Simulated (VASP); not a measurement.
Here is a VASP 6.6.1 calculation.

INCAR

```
  PREC = Accurate
  ENCUT = 520
  EDIFF = 1E-7
  ISMEAR = -1
  SIGMA = 0.05
  LREAL = False
  LASPH = True
  NELM = 80
  ALGO = Normal
  ISIF = 2
  LWAVE = False
  LCHARG = False
  GGA = PE
  NBANDS = 28
```

KPOINTS

```
regular mesh
0
Gamma
  4 4 4
```

The input POSCAR:

```
CsBa3
1.0
    0.0000000000      5.2734968400      5.2212840000
    5.2734968400      0.0000000000      5.2212840000
    5.2734968400      5.2734968400      0.0000000000
Ba Cs
3 1
Direct
    0.5000000000      0.5000000000      0.5000000000
    0.7500000000      0.7500000000      0.7500000000
    0.2500000000      0.2500000000      0.2500000000
    0.0000000000      0.0000000000      0.0000000000
```

Potentials or basis: VASP PAW PBE potentials, release 64 (Ba_sv, Cs_sv).

Run with:

```bash
$ cat potpaw_PBE.64/Ba_sv/POTCAR potpaw_PBE.64/Cs_sv/POTCAR > POTCAR
$ mpirun -np 1 vasp_std > vasp.out
```

(1) Estimate the band gap on the k mesh.

(2) What does it give for the pressure?

Results:

(1) zero (an odd number of electrons rules out a gap without spin polarisation).

(2) 0.0 GPa.

Caveat: spin-orbit coupling is left out, which moves the levels of the heavy elements.
